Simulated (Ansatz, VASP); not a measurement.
# One calculation of TiB2, two programs

```
CELL_PARAMETERS angstrom
3.02320 0.00000 0.00000
-1.51160 2.61817 0.00000
0.00000 0.00000 3.22682
ATOMIC_POSITIONS crystal
Ti 0.00000 0.00000 0.00000
B 0.33333 0.66667 0.50000
B 0.66667 0.33333 0.50000
```

Alike in both runs: task single point; functional r2SCAN; k mesh 12 × 12 × 8; occupations fermi-dirac, width 0.02 eV; no spin polarisation.

```csv
,VASP,Ansatz
version,VASP 6.6.1,Ansatz 0.2.0
potentials or method,"VASP PAW PBE potentials, release 64 (Ti_sv, B)","plane waves, PAW"
plane-wave cutoff (eV),520,500
valence electrons in the cell,18,18
```

|  | VASP | Ansatz | Ansatz less VASP |
| --- | --- | --- | --- |
| pressure (GPa) | 0.8 | 0.0 | -0.83 |
| traceless stress, the component that is largest in VASP (GPa) | 0.10 | -0.01 | -0.105 |

VASP's potentials were made for PBE, not for r2SCAN.
